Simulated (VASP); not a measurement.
# Y2Ta2F: single point with PBE

Y2Ta2F:

```
Y Ta F
1.0
     3.51370    0.00000    0.00000
    -1.75685    3.04296    0.00000
     0.00000    0.00000   10.75314
Y Ta F
2 2 1
Direct
  0.33333 0.66667 0.72538
  0.33333 0.66667 0.27462
  0.66667 0.33333 0.50000
  0.00000 0.00000 0.00000
  0.66667 0.33333 0.00000
```

```yaml
Program: VASP 6.6.1
Task: single point
Functional: PBE
Potentials_or_basis: VASP PAW PBE potentials, release 64 (Y_sv, Ta_pv, F)
Cutoff: 520 eV
k_mesh: 12 × 12 × 4
Occupations: gaussian, width 0.1 eV
Spin: collinear spin, ferromagnetic start
Starting_moments: "[0.19, 0.19, 0.19, 0.33, 0.0] μB"
```

```
Pressure                                              : 0.0 GPa
Largest force                                         : 0.008 eV/Å
Net moment                                            : 0.01 μB per cell
Valence electrons inside the program's atomic spheres : Y 9.59; Ta 8.57, 8.68; F 6.16
```

Forces on the atoms (eV/Å):
```
Y    0.000  0.000 -0.008
Y    0.000  0.000  0.008
Ta   0.000  0.000  0.000
Ta   0.000  0.000  0.000
F    0.000  0.000  0.000
```

Stress tensor (GPa, compression positive):
```
 0.05  0.00  0.00
 0.00  0.05  0.00
 0.00  0.00 -0.19
```

Levels at points of the mesh, in eV from the Fermi level:
Spin up:
```
           k point  band 22  band 23  band 24  band 25  band 26  band 27  band 28  band 29  band 30  band 31
(0.00, 0.00, 0.00)    -2.03    -0.02     0.28     0.28     0.44     0.44     0.89     1.09     1.09     1.83
(0.50, 0.00, 0.00)    -1.42    -1.24    -0.77    -0.52    -0.39    -0.10     0.64     0.67     1.47     1.97
(0.00, 0.00, 0.50)    -1.81     0.18     0.27     0.28     0.28     0.66     0.66     0.72     0.72     1.79
(0.50, 0.00, 0.50)    -1.81    -1.21    -1.06    -0.08    -0.06     0.03     0.41     0.69     1.60     1.61
```
Spin down:
```
           k point  band 23  band 24  band 25  band 26  band 27  band 28  band 29  band 30
(0.00, 0.00, 0.00)    -0.02     0.28     0.28     0.44     0.44     0.90     1.09     1.09
(0.50, 0.00, 0.00)    -1.24    -0.77    -0.52    -0.38    -0.09     0.65     0.67     1.47
(0.00, 0.00, 0.50)     0.18     0.27     0.28     0.28     0.67     0.67     0.72     0.72
(0.50, 0.00, 0.50)    -1.20    -1.05    -0.07    -0.06     0.03     0.41     0.69     1.61
```

It took 13 min on 1 thread of Intel(R) Xeon(R) Platinum 8488C (Sapphire Rapids) (shared host), peak memory 0.57 GiB.

Caveat: spin-orbit coupling is left out, which moves the levels of the heavy elements.
